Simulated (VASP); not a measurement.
# K2SiB2 (P6/mmm) in VASP: notebook

K2SiB2 is run at these levels: PBE; tasks: relaxation of cell and atoms.

All numbers are computed with VASP 6.6.1; they aren't measurements. Logs are shortened: lines on timing, memory, paths and dates and some standing lists are left out, and cuts for length are marked.

## (1) The cell of the first run

Symmetry: P6/mmm, No. 191, hexagonal system. The conventional cell has a = 5.173 Å, b = 5.173 Å, c = 4.310 Å, α = 90.00°, β = 90.00°, γ = 120.00°. Within 3.0 Å of K (site symmetry -6m2) lie 2 B at 2.16 Å and 3 K at 2.99 Å. Si (site symmetry 6/mmm) has 6 B at 2.99 Å and 12 K at 3.68 Å within 3.9 Å. B (site symmetry -6m2) has 2 K at 2.16 Å and 3 B at 2.99 Å and 3 Si at 2.99 Å within 3.0 Å.

The cell was built from a structure type or drawn by symmetry, and may not be a known phase.

## (2) Relaxation of cell and atoms, PBE

INCAR reads:

```
SYSTEM = K2SiB2
PREC     = Accurate       ! precision mode
ENCUT    = 600            ! plane-wave cutoff, eV
EDIFF    = 1E-6           ! SCF threshold, eV
ISMEAR   = 0              ! smearing method
SIGMA    = 0.1            ! smearing width, eV
LREAL    = .False.        ! projectors in reciprocal space
LASPH    = .True.         ! aspherical terms in the spheres
NELM     = 80             ! most SCF steps
ALGO     = Normal         ! electronic algorithm
ISIF     = 3              ! what is computed and relaxed
LWAVE    = .False.        ! write WAVECAR
LCHARG   = .False.        ! write CHGCAR
GGA      = PE             ! functional
IBRION   = 2              ! ionic algorithm
NSW      = 90             ! ionic steps
EDIFFG   = -0.04          ! ionic threshold
```

KPOINTS reads:

```
Automatic mesh
0
Gamma
  6 6 4
  0 0 0
```

POSCAR reads:

```
K2SiB2
1.0
    5.1733519900      0.0000000000      0.0000000000
   -2.5866760000      4.4802542500      0.0000000000
    0.0000000000      0.0000000000      4.3104929600
K Si B
2 1 2
Direct
    0.3333333300      0.6666666700      0.5000000000
    0.6666666700      0.3333333300      0.5000000000
    0.0000000000      0.0000000000      0.0000000000
    0.3333333300      0.6666666700      0.0000000000
    0.6666666700      0.3333333300      0.0000000000
```

Potentials or basis: VASP PAW PBE potentials, release 64 (K_sv, Si, B).

Started as:

```bash
$ cat potpaw_PBE.64/K_sv/POTCAR potpaw_PBE.64/Si/POTCAR potpaw_PBE.64/B/POTCAR > POTCAR
$ mpirun -np 1 vasp_std > vasp.out
```

OUTCAR:

```text
SYSTEM = K2SiB2
   PREC = Accurate
   ENCUT = 600
   EDIFF = 1E-6
   ISMEAR = 0
   LREAL = .False.
   LASPH = .True.
   NELM = 80
   ISIF = 3
   GGA = PE
   IBRION = 2
   NSW = 90
   EDIFFG = -0.04

 ion  position               nearest neighbor table
   1  0.333  0.667  0.500-   4 2.16   4 2.16   2 2.99   2 2.99   2 2.99
   2  0.667  0.333  0.500-   5 2.16   5 2.16   1 2.99   1 2.99   1 2.99
   3  0.000  0.000  0.000-
   4  0.333  0.667  0.000-   1 2.16   1 2.16
   5  0.667  0.333  0.000-   2 2.16   2 2.16

  LATTYP: Found a hexagonal cell.
 ALAT       =     5.1733519900
 C/A-ratio  =     0.8332108405

  Lattice vectors:

 A1 = (   5.1733519900,   0.0000000000,   0.0000000000)
 A2 = (  -2.5866760000,   4.4802542500,   0.0000000000)
 A3 = (   0.0000000000,   0.0000000000,   4.3104929600)

Analysis of symmetry for initial positions (statically):
=====================================================================
 Subroutine PRICEL returns:
 Original cell was already a primitive cell.

 Routine SETGRP: Setting up the symmetry group for a
 hexagonal supercell.

 Subroutine GETGRP returns: Found 24 space group operations
 (whereof 24 operations were pure point group operations)
 out of a pool of 24 trial point group operations.

The static configuration has the point symmetry D_6h.

Analysis of symmetry for dynamics (positions and initial velocities):
=====================================================================
 Subroutine PRICEL returns:
 Original cell was already a primitive cell.

 Routine SETGRP: Setting up the symmetry group for a
 hexagonal supercell.

 Subroutine GETGRP returns: Found 24 space group operations
 (whereof 24 operations were pure point group operations)
 out of a pool of 24 trial point group operations.

The dynamic configuration has the point symmetry D_6h.

 Subroutine INISYM returns: Found 24 space group operations
 (whereof 24 operations are pure point group operations),
 and found     1 'primitive' translations

----------------------------------------------------------------------------------------

                                     Primitive cell

  volume of cell :      99.9083

  direct lattice vectors                    reciprocal lattice vectors
     5.173351990  0.000000000  0.000000000     0.193298272  0.111600809  0.000000000
    -2.586676000  4.480254250  0.000000000     0.000000000  0.223201619  0.000000000
     0.000000000  0.000000000  4.310492960     0.000000000  0.000000000  0.231992027

  length of vectors
     5.173351990  5.173351996  4.310492960     0.223201619  0.223201619  0.231992027

  position of ions in fractional coordinates (direct lattice)
     0.333333330  0.666666670  0.500000000
     0.666666670  0.333333330  0.500000000
     0.000000000  0.000000000  0.000000000
     0.333333330  0.666666670  0.000000000
     0.666666670  0.333333330  0.000000000

  ion indices of the primitive-cell ions
   primitive index   ion index
                 1           1
                 2           2
                 3           3
                 4           4
                 5           5

----------------------------------------------------------------------------------------

 KPOINTS: Automatic mesh

Automatic generation of k-mesh.
 Grid dimensions read from file:
 generate k-points for:    6    6    4

 Generating k-lattice:

  Cartesian coordinates                     Fractional coordinates (reciprocal lattice)
     0.032216379  0.018600135  0.000000000     0.166666667  0.000000000  0.000000000
     0.000000000  0.037200270  0.000000000     0.000000000  0.166666667  0.000000000
     0.000000000  0.000000000  0.057998007     0.000000000  0.000000000  0.250000000

  Length of vectors
     0.037200270  0.037200270  0.057998007

  Shift w.r.t. Gamma in fractional coordinates (k-lattice)
     0.000000000  0.000000000  0.000000000

 Subroutine IBZKPT returns following result:
 ===========================================

 Found     21 irreducible k-points:

 Following reciprocal coordinates:
            Coordinates               Weight
  0.000000  0.000000  0.000000      1.000000
  0.166667  0.000000  0.000000      6.000000
  0.333333  0.000000  0.000000      6.000000
  0.500000  0.000000  0.000000      3.000000
  0.166667  0.166667  0.000000      6.000000
  0.333333  0.166667  0.000000     12.000000
[... 13 lines left out ...]
  0.333333  0.166667  0.500000     12.000000
  0.333333  0.333333  0.500000      2.000000
   k-points           NKPTS =     21   k-points in BZ     NKDIM =     21   number of bands    NBANDS=     18
   number of dos      NEDOS =    301   number of ions     NIONS =      5
   total plane-waves  NPLWV =  63504
   dimension x,y,z NGX =    42 NGY =   42 NGZ =   36
   dimension x,y,z NGXF=    84 NGYF=   84 NGZF=   72
   ions per type =               2   1   2
   NGX,Y,Z   is equivalent  to a cutoff of  13.50, 13.50, 13.88 a.u.
   NGXF,Y,Z  is equivalent  to a cutoff of  26.99, 26.99, 27.77 a.u.
 SYSTEM =  K2SiB2
   PREC   = accura    normal or accurate (medium, high low for compatibility)
   ISTART =      0    job   : 0-new  1-cont  2-samecut
   ICHARG =      2    charge: 1-file 2-atom 10-const
   ISPIN  =      1    spin polarized calculation?
   LNONCOLLINEAR =      F non collinear calculations
   LSORBIT =      F    spin-orbit coupling
   LASPH  =      T    aspherical Exc in radial PAW
   ENCUT  =  600.0 eV  44.10 Ry    6.64 a.u.  10.33 10.33  8.61*2*pi/ulx,y,z
   NELM   =     80;   NELMIN=  2; NELMDL= -5     # of ELM steps
   EDIFF  = 0.1E-05   stopping-criterion for ELM
   LREAL  =      F    real-space projection
   EDIFFG = -.4E-01   stopping-criterion for IOM
   NSW    =     90    number of steps for IOM
   IBRION =      2    ionic relax: 0-MD 1-quasi-New 2-CG
   NFREE  =      1    steps in history (QN), initial steepest desc. (CG)
   ISIF   =      3    stress and relaxation
   ISYM   =      2    0-nonsym 1-usesym 2-fastsym
   POTIM  = 0.5000    time-step for ionic-motion
   TEBEG  =    0.0;   TEEND  =   0.0 temperature during run
   PSTRESS=    0.0 pullay stress
   NELECT =      28.0000    total number of electrons
   NUPDOWN=      -1.0000    fix difference up-down
   EMIN   =  10.00;   EMAX   =-10.00  energy-range for DOS
   EFERMI =   0.00;   METHOD = LEGACY
   ISMEAR =     0;   SIGMA  =   0.10  broadening in eV -4-tet -1-fermi 0-gaus
   EFERMI_NEDOS =   21; number of points for ismear=-14 and -15
   IALGO  =     38    algorithm
   IMIX   =      4    mixing-type and parameters
     AMIX     =   0.40;   BMIX     =  1.00
     AMIX_MAG =   1.60;   BMIX_MAG =  1.00
  volume/ion in A,a.u.               =      19.98       134.84
  Fermi-wavevector in a.u.,A,eV,Ry     =   1.071339  2.024537 15.616325  1.147768
  Thomas-Fermi vector in A             =   2.207076
   LORBIT       =      0    0 simple, 1 ext, 2 COOP (PROOUT), +10 PAW based schemes
   GGA     = PE    functional components
   LHFCALC =     F    Hartree Fock is set to
   AEXX    =    0.0000 exact exchange contribution
   IVDW    =     0    specifies the selected vdW correction
   LEPSILON=     F    determine dielectric tensor
   LRPA    =     F    only Hartree local field effects (RPA)
 conjugate gradient relaxation of ions
 non-spin polarized calculation
 Gauss-broadening in eV      SIGMA  =   0.10
  energy-cutoff  :      600.00
  volume of cell :       99.91
 maximum number of plane-waves:      3354
 NGX is ok and might be reduce to    42
   NGX = 21   NGY = 21   NGZ = 17

--------------------------------------- Ionic step        1  -------------------------------------------

 number of electron      27.9999998 magnetization

 Free energy of the ion-electron system (eV)
  ---------------------------------------------------
  ext. energy  EPLUGINS =         0.00000000
  ---------------------------------------------------
  free energy    TOTEN  =        -8.68312516 eV

  energy without entropy =       -8.65851194  energy(sigma->0) =       -8.67081855

------------------------ aborting loop because EDIFF is reached ----------------------------------------

  FORCE on cell =-STRESS in cart. coord.  units (eV):
  Direction    XX          YY          ZZ          XY          YZ          ZX
  --------------------------------------------------------------------------------------
  -------------------------------------------------------------------------------------
  Total       -4.1597946     -4.1597946     24.0243031      0.0000000      0.0000000      0.0000000
  in kB      -66.7084487    -66.7084488    385.2651735      0.0000001      0.0000000      0.0000000
  external PRESSURE =      83.9494253 kB  Pullay stress =       0.0000000 kB
[... 219 lines left out ...]
  energy  without entropy=      -12.9547725557  energy(sigma->0) =      -12.95853267

--------------------------------------- Ionic step        7  -------------------------------------------

 number of electron      27.9999995 magnetization

 E-fermi :   3.5298     XC(G=0):  -9.1644

 val. band max:        3.5059584543   @ k =   0.3333   0.3333   0.0000
 cond. band min:       3.6324218770   @ k =   0.0000   0.0000   0.0000
 fundamental gap:      0.1264634227
 Fermi energy:         3.5297508588

 k-point     1 :       0.0000    0.0000    0.0000
  band No.  band energies     occupation
      1     -29.8290      2.00000
      2     -28.5704      2.00000
      3     -14.0809      2.00000
      4     -14.0809      2.00000
      5     -12.9400      2.00000
      6     -11.9228      2.00000
[... 10 lines left out ...]
     17       3.6324      0.14651
     18       6.4273      0.00000
[... 493 lines left out ...]
  energy  without entropy=      -13.0013237916  energy(sigma->0) =      -13.00606678

--------------------------------------- Ionic step        9  -------------------------------------------

 number of electron      28.0000005 magnetization

 Free energy of the ion-electron system (eV)
  ---------------------------------------------------
  ext. energy  EPLUGINS =         0.00000000
  ---------------------------------------------------
  free energy    TOTEN  =       -13.01104120 eV

  energy without entropy =      -13.00127729  energy(sigma->0) =      -13.00615924

 E-fermi :   3.7427     XC(G=0):  -9.3378

 val. band max:        3.6620144672   @ k =   0.3333   0.0000   0.2500
 cond. band min:       3.7572049653   @ k =   0.3333   0.3333   0.0000
 fundamental gap:      0.0951904981
 Fermi energy:         3.7426736945

 k-point     1 :       0.0000    0.0000    0.0000
  band No.  band energies     occupation
      1     -29.4333      2.00000
      2     -28.1297      2.00000
      3     -13.6971      2.00000
      4     -13.6971      2.00000
      5     -12.5785      2.00000
      6     -11.5156      2.00000
[... 10 lines left out ...]
     17       4.1750      0.00000
     18       6.6828      0.00000
[... 450 lines left out ...]
  FREE ENERGIE OF THE ION-ELECTRON SYSTEM (eV)
  ---------------------------------------------------
  free  energy   TOTEN  =       -13.0110411958 eV

  energy  without entropy=      -13.0012772900  energy(sigma->0) =      -13.00615924

 reached required accuracy - stopping structural energy minimisation
```

Wall time 3.6 min (1 thread of Intel Xeon Platinum 8488C (Sapphire Rapids), shared host); peak memory 0.28 GiB.

What came out:

```
Free energy                           : -13.0110 eV
Relaxed volume                        : 19.20 Å³/atom
Relaxed cell                          : a = 4.435 Å, b = 4.435 Å, c = 5.636 Å, α = 90.00°, β = 90.00°, γ = 120.00°
Space group after relaxing (to 0.1 Å) : P6/mmm (No. 191)
Energy gained by relaxing             : 865.6 meV/atom
Ionic steps                           : 9
Pressure after relaxing               : 0.2 GPa
Band gap on the k mesh                : zero (bands 14 and 15 overlap by 1.82 eV)
```

The path:
| step | energy change (eV) | largest force (eV/Å) | pressure (GPa) | volume (Å³) |
| --- | --- | --- | --- | --- |
| 1 | 0.0000 | 0.0000 | 8.39 | 99.91 |
| 2 | -3.4225 | 0.0000 | -2.60 | 113.39 |
| 3 | -3.8010 | 0.0000 | -4.76 | 118.18 |
| 4 | -3.8174 | 0.0000 | -4.97 | 118.91 |
| 5 | -4.2132 | 0.0000 | -3.25 | 106.65 |
| 6 | -4.2792 | 0.0000 | -1.82 | 101.29 |
| 7 | -4.2810 | 0.0000 | -1.45 | 100.19 |
| 8 | -4.3277 | 0.0000 | 0.03 | 96.28 |
| 9 | -4.3279 | 0.0000 | 0.15 | 96.01 |

Final structure:
```yaml
crystal:
  lattice:
    - [4.43497, 0.00000, 0.00000]
    - [-2.21749, 3.84080, 0.00000]
    - [0.00000, 0.00000, 5.63647]
  atoms:
    - { symbol: K, position: [0.33333, 0.66667, 0.50000] }
    - { symbol: K, position: [0.66667, 0.33333, 0.50000] }
    - { symbol: Si, position: [0.00000, 0.00000, 0.00000] }
    - { symbol: B, position: [0.33333, 0.66667, 0.00000] }
    - { symbol: B, position: [0.66667, 0.33333, 0.00000] }
```

Caveat: the k points lie up to 0.28 Å⁻¹ apart in the final cell, too coarse for converged energies and pressures of a metal; a cell axis changed by over 15 % at a fixed basis, so the end point is rough.

## (3) Relaxation of cell and atoms, PBE

This run uses another cell than the first one, of 19.09 Å³/atom.

INCAR reads:

```
SYSTEM = K2SiB2
PREC = Accurate
ENCUT = 600
EDIFF = 1E-6
ISMEAR = 0
SIGMA = 0.1
LREAL = .FALSE.
LASPH = .TRUE.
NELM = 60
ALGO = Normal
ISIF = 3
LWAVE = .FALSE.
LCHARG = .FALSE.
GGA = PE
IBRION = 2
NSW = 100
EDIFFG = -0.01
```

KPOINTS reads:

```
regular mesh
0
G
  12 12 8
  0 0 0
```

POSCAR reads:

```
K2SiB2
1.0
    4.4271425256      0.0000000000      0.0000000000
   -2.2135712628      3.8340178933      0.0000000000
    0.0000000000      0.0000000000      5.6230994158
K Si B
2 1 2
Direct
    0.3333333333      0.6666666667      0.5000000000
    0.6666666667      0.3333333333      0.5000000000
    0.0000000000      0.0000000000      0.0000000000
    0.3333333333      0.6666666667      0.0000000000
    0.6666666667      0.3333333333      0.0000000000
```

Potentials or basis: VASP PAW PBE potentials, release 64 (K_sv, Si, B).

Started as:

```bash
$ cat potpaw_PBE.64/K_sv/POTCAR potpaw_PBE.64/Si/POTCAR potpaw_PBE.64/B/POTCAR > POTCAR
$ mpirun -np 1 vasp_std > vasp.out
```

Run time: 3.1 min. Hardware: 1 thread of Intel Xeon Platinum 8488C (Sapphire Rapids), shared host; peak memory 0.38 GiB.

It converged, with:

| Property | Result |
| --- | --- |
| Free energy | -12.9390 eV |
| Relaxed volume | 19.05 Å³/atom |
| Relaxed cell | a = 4.425 Å, b = 4.425 Å, c = 5.617 Å, α = 90.00°, β = 90.00°, γ = 120.00° |
| Space group after relaxing (to 0.1 Å) | P6/mmm (No. 191) |
| Energy gained by relaxing | 0.0 meV/atom |
| Ionic steps | 2 |
| Pressure after relaxing | 0.0 GPa |
| Band gap on the k mesh | zero (bands 14 and 15 overlap by 1.82 eV) |

Final structure:
```
K Si B
1.0
     4.42546    0.00000    0.00000
    -2.21273    3.83256    0.00000
     0.00000    0.00000    5.61720
K Si B
2 1 2
Direct
  0.33333 0.66667 0.50000
  0.66667 0.33333 0.50000
  0.00000 0.00000 0.00000
  0.33333 0.66667 0.00000
  0.66667 0.33333 0.00000
```

Levels at points of the mesh, in eV from the Fermi level:
```csv
k point,band 12,band 13,band 14,band 15,band 16,band 17
"(0.00, 0.00, 0.00)",-1.95,-1.44,-1.44,-1.39,-1.39,0.49
"(0.50, 0.00, 0.00)",-3.66,-1.45,-0.48,0.91,2.09,2.23
"(0.00, 0.00, 0.50)",-1.65,-1.64,-1.58,-1.41,-1.41,0.51
"(0.50, 0.00, 0.50)",-3.43,-1.93,-1.57,0.55,3.30,3.37
```
